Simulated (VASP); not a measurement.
Input of a VASP 6.6.1 run:

Contents of INCAR:

```
ALGO = Normal
EDIFF = 1E-8
ENCUT = 520
GGA = PS
ISIF = 2
ISMEAR = -1
ISPIN = 2
LASPH = True
LCHARG = False
LEFG = True
LMAXMIX = 4
LORBIT = 11
LREAL = False
LWAVE = False
MAGMOM = 2 2
NBANDS = 20
NELM = 150
PREC = Accurate
SIGMA = 0.05
```

The input KPOINTS:

```
k-points
0
Gamma
  19 19 10
```

The input POSCAR:

```
Co
1.0
    2.5190008694      0.0000000000      0.0000000000
   -1.2595004347      2.1815187451      0.0000000000
    0.0000000000      0.0000000000      3.9682700000
Co
2
Direct
    0.3333333333      0.6666666667      0.2500000000
    0.6666666667      0.3333333333      0.7500000000
```

Potentials or basis: VASP PAW PBE potentials, release 64 (Co).

Run with:

```sh
$ cat potpaw_PBE.64/Co/POTCAR > POTCAR
$ mpirun -np 1 vasp_std > vasp.out
```

(1) What does it give for the net moment?

(2) Estimate the site moments.

(3) Estimate the pressure.

Answers

(1) 3.21 μB per cell.

(2) Co +1.62 μB.

(3) -11.2 GPa.

Caveat: the cell differs from its parent crystal (zz strain of -3 %); the cell stands under tension; without QUAD_EFG the Cq values of the log hold for a quadrupole moment of 1 mb, not for the nuclei; the PAW data sets were made with another functional, which shifts forces and pressure a little.
